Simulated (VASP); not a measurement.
Sr: relaxation of cell and atoms with PBE

Crystal: Sr.

```
Sr
1.0
    -1.80587    1.80587    1.80587
     1.80587   -1.80587    1.80587
     1.80587    1.80587   -1.80587
Sr
1
Cartesian
  0.0000 0.0000 0.0000
```

* Program: VASP 6.6.1
* Task: relaxation of cell and atoms
* Functional: PBE
* Potentials or basis: VASP PAW PBE potentials, release 64 (Sr_sv)
* Cutoff: 600 eV
* k mesh: 15 × 15 × 15
* Occupations: fermi-dirac, width 0.05 eV
* Spin: no spin polarisation
* Target pressure: 33 GPa
* Dipole correction: no
* Further INCAR settings: ALGO = Normal; EDIFF = 1e-07; IBRION = 2; EDIFFG = -0.005; NSW = 60; ISIF = 3

```json
{"Relaxed volume": "24.04 Å³/atom", "Relaxed cell": "a = 3.149 Å, b = 3.149 Å, c = 3.149 Å, α = 109.47°, β = 109.47°, γ = 109.47°", "Space group after relaxing (to 0.05 Å)": "Im-3m (No. 229)", "Energy change on relaxing (the enthalpy is what falls)": "-101.7 meV/atom", "Ionic steps": "3", "Pressure after relaxing": "33.0 GPa", "Band gap on the k mesh": "zero (band 5 reaches 6.41 eV, above the bottom of band 6 at 3.47 eV)"}
```

Step by step:
```tsv
step	energy change (eV)	largest force (eV/Å)	pressure (GPa)	volume (Å³)
1	0.0000	0.0000	34.74	23.56
2	-0.1831	0.0000	31.61	24.44
3	-0.1017	0.0000	33.00	24.04
```

Final structure:
```xyz
1
Lattice="-1.8181 1.8181 1.8181 1.8181 -1.8181 1.8181 1.8181 1.8181 -1.8181" Properties=species:S:1:pos:R:3 pbc="T T T"
Sr    0.0000    0.0000    0.0000
```

Levels at points of the mesh, in eV from the Fermi level:
| k point | band 3 | band 4 | band 5 | band 6 | band 7 | band 8 |
| --- | --- | --- | --- | --- | --- | --- |
| (0.00, 0.00, 0.00) | -16.50 | -16.50 | -3.82 | 3.42 | 3.42 | 3.42 |

Wall time 42 s on 1 thread of Intel(R) Xeon(R) 6975P-C (Granite Rapids), with other jobs on the host, peak memory 0.18 GiB.

Caveat: the cell is relaxed towards a set pressure, so the enthalpy falls and the energy may rise.
